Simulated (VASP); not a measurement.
A run of VASP 6.6.1 is set up as follows.

File INCAR:

```
  PREC = Accurate
  ENCUT = 520
  EDIFF = 1E-7
  ISMEAR = 0
  SIGMA = 0.05
  LREAL = F
  LASPH = T
  NELM = 60
  ALGO = Normal
  ISIF = 2
  LWAVE = F
  LCHARG = F
  GGA = PS
  NBANDS = 11
```

The input KPOINTS:

```
Automatic mesh
0
Gamma
  10 10 10
```

The input POSCAR:

```
MgO
1.0
    0.0000000000      2.0493001852      2.0493001852
    2.0493001852      0.0000000000      2.0493001852
    2.0493001852      2.0493001852      0.0000000000
Mg O
1 1
Direct
    0.0000000000      0.0000000000      0.0000000000
    0.5000000000      0.5000000000      0.5000000000
```

Potentials or basis: VASP PAW PBE potentials, release 64 (Mg, O).

Command:

```sh
$ cat potpaw_PBE.64/Mg/POTCAR potpaw_PBE.64/O/POTCAR > POTCAR
$ mpirun -np 1 vasp_std > vasp.out
```

**Question.** What does it give for the pressure?

**Answer.** 15.3 GPa.

**Question.** Estimate the band gap on the k mesh.

**Answer.** 5.47 eV, direct.

Caveat: the PAW data sets were made with another functional, which shifts forces and pressure a little.
